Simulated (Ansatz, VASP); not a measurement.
**NaAl3: VASP beside Ansatz**

The input INCAR:

```
PREC = Accurate ; ENCUT = 500
EDIFF = 1E-6 ; ISMEAR = -5
SIGMA = 0.1 ; LREAL = F
LASPH = T ; NELM = 120
ALGO = Normal ; ISIF = 2
LWAVE = F ; LCHARG = F
GGA = B5 ; ALDAX = 1.0
AGGAX = 1.0 ; AGGAC = 1.0
ALDAC = 0.0 ; NBANDS = 16
GGA_COMPAT = F
```

The input KPOINTS:

```
Automatic mesh
0
Gamma
  2 2 2
```

POSCAR

```
NaAl3
1.0
   -2.1877210000      2.1877210000      3.9802060000
    2.1877210000     -2.1877210000      3.9802060000
    2.1877210000      2.1877210000     -3.9802060000
Na Al
1 3
Direct
    0.0000000000      0.0000000000      0.0000000000
    0.7500000000      0.2500000000      0.5000000000
    0.2500000000      0.7500000000      0.5000000000
    0.5000000000      0.5000000000      0.0000000000
```

Input for Ansatz:

```yaml
crystal:
  lattice:
    - [-2.187721, 2.187721, 3.980206]
    - [2.187721, -2.187721, 3.980206]
    - [2.187721, 2.187721, -3.980206]
  atoms:
    - { symbol: Na, position: [0.0, 0.0, 0.0] }
    - { symbol: Al, position: [0.75, 0.25, 0.5] }
    - { symbol: Al, position: [0.25, 0.75, 0.5] }
    - { symbol: Al, position: [0.5, 0.5, 0.0] }
basis: {}
kpoints:
  mp_grid: { grid: [2, 2, 2] }
hamiltonian:
  xc: blyp
scf:
  occupations: { method: tetrahedron }
  max_iter: 100
output:
  forces: true
  stress: true
  eigenvalues: true
```

Alike in both runs: task single point; functional BLYP; k mesh 2 × 2 × 2; occupations tetrahedron; no spin polarisation.

|  | VASP | Ansatz |
| --- | --- | --- |
| version | VASP 6.6.1 | Ansatz 0.2.0 |
| potentials or method | VASP PAW PBE potentials, release 64 (Na_pv, Al) | scalar-relativistic, plane waves, PAW |
| plane-wave cutoff (eV) | 500 | 420 |
| valence electrons in the cell | 16 | 18 |

Ansatz gave:

| Quantity | Value |
| --- | --- |
| gap on the k mesh at the Fermi level (eV) | none |
| pressure (GPa) | 2.9 |
| traceless stress, the component that is largest in VASP (GPa) | 6.19 |

Problem. What did VASP give for the same quantities?

Solution. gap on the k mesh at the Fermi level (eV): none; pressure (GPa): 3.2; traceless stress, the component that is largest in VASP (GPa): 6.35.

VASP's potentials were made for PBE, not for BLYP. A gap of «none» marks a metal or a gap that the smearing closes. The functional is the same, so the differences come from potentials, cutoffs and numerics. VASP's potentials hold 16 valence electrons a cell and Ansatz's 18, so a difference there can come from the potentials and not from the codes. Ansatz's warnings: band table not solved further, tetrahedron derivatives may miss energy slope.

The k mesh is coarse, so the values compare programs but aren't converged.
